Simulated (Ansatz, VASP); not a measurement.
Two plane-wave programs on Pd3PbC

```xyz
5
Lattice="4.2989 0.0000 0.0000 0.0000 4.2989 0.0000 0.0000 0.0000 4.2989" Properties=species:S:1:pos:R:3 pbc="T T T"
Pd    0.0000    2.1495    2.1495
Pd    2.1495    2.1495    0.0000
Pd    2.1495    0.0000    2.1495
Pb    0.0000    0.0000    0.0000
C     2.1495    2.1495    2.1495
```

Alike in both runs: task relaxation of cell and atoms; functional PBEsol; k mesh 6 × 6 × 6; occupations methfessel-paxton of order 1, width 0.1 eV; no spin polarisation.

|  | VASP | Ansatz |
| --- | --- | --- |
| version | VASP 6.6.1 | Ansatz 0.2.0 |
| potentials or method | VASP PAW PBE potentials, release 64 (Pd, Pb_d, C), cutoff 600 eV | plane waves, PAW |
| valence electrons in the cell | 48 | 72 |

```tsv
	VASP	Ansatz	Ansatz less VASP
relaxed volume (Å³/atom)	15.05	15.04	-0.011
relaxed cell length with the largest relative difference (Å)	4.222	4.221	-0.0010
```

VASP's potentials were made for PBE, not for PBEsol. VASP's potentials hold 48 valence electrons a cell and Ansatz's 72, so a difference there can come from the potentials and not from the codes.

Neither program's run includes spin-orbit coupling.
